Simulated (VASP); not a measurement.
Wanted: the native input for a VASP 6.6.1 run.

```
Task                   : single point
Functional             : r2SCAN
Potentials or basis    : VASP PAW PBE potentials, release 64 (Ag)
Cutoff                 : 520 eV
k mesh                 : 22 × 22 × 22
Occupations            : fermi-dirac, width 0.1 eV
Spin                   : no spin polarisation
Dipole correction      : no
Further INCAR settings : ALGO = Normal; EDIFF = 1e-07; NBANDS = 12
```

The system is Ag.

```xyz
1
Lattice="0.0000 1.9957 1.9957 1.9957 0.0000 1.9957 1.9957 1.9957 0.0000" Properties=species:S:1:pos:R:3 pbc="T T T"
Ag    0.0000    0.0000    0.0000
```

These files were run (other wordings do the same):

POSCAR

```
Ag
1.0
    0.0000000000      1.9956572759      1.9956572759
    1.9956572759      0.0000000000      1.9956572759
    1.9956572759      1.9956572759      0.0000000000
Ag
1
Direct
    0.0000000000      0.0000000000      0.0000000000
```

INCAR.step1

```
PREC = Accurate ; ENCUT = 520
ISMEAR = -1 ; SIGMA = 0.1
LREAL = F ; LASPH = T
NELM = 100 ; NBANDS = 12
GGA = PE ; ALGO = Normal
EDIFF = 1E-4 ; LWAVE = T
LCHARG = F
```

INCAR.step2

```
PREC = Accurate ; ENCUT = 520
EDIFF = 1E-7 ; ISMEAR = -1
SIGMA = 0.1 ; LREAL = F
LASPH = T ; NELM = 100
ALGO = Normal ; ISIF = 2
LWAVE = F ; LCHARG = F
METAGGA = R2SCAN ; LMIXTAU = T
NBANDS = 12 ; ISTART = 1
```

KPOINTS

```
regular mesh
0
Gamma
  22 22 22
```

Potentials or basis: VASP PAW PBE potentials, release 64 (Ag).

Run with:

```sh
$ cat potpaw_PBE.64/Ag/POTCAR > POTCAR
$ cp INCAR.step1 INCAR
$ mpirun -np 1 vasp_std > vasp.out
$ cp INCAR.step2 INCAR
$ mpirun -np 1 vasp_std > vasp.out
```

Results of the run:

```json
{
 "Pressure": "11.3 GPa",
 "Band gap on the k mesh": "zero (an odd number of electrons rules out a gap without spin polarisation)"
}
```

Caveat: the cell stands under pressure; the PAW data sets were made with another functional, which shifts forces and pressure a little.

It took 5.3 min on 1 thread of Intel Xeon 8259CL, with other jobs on the host, peak memory 0.19 GiB.
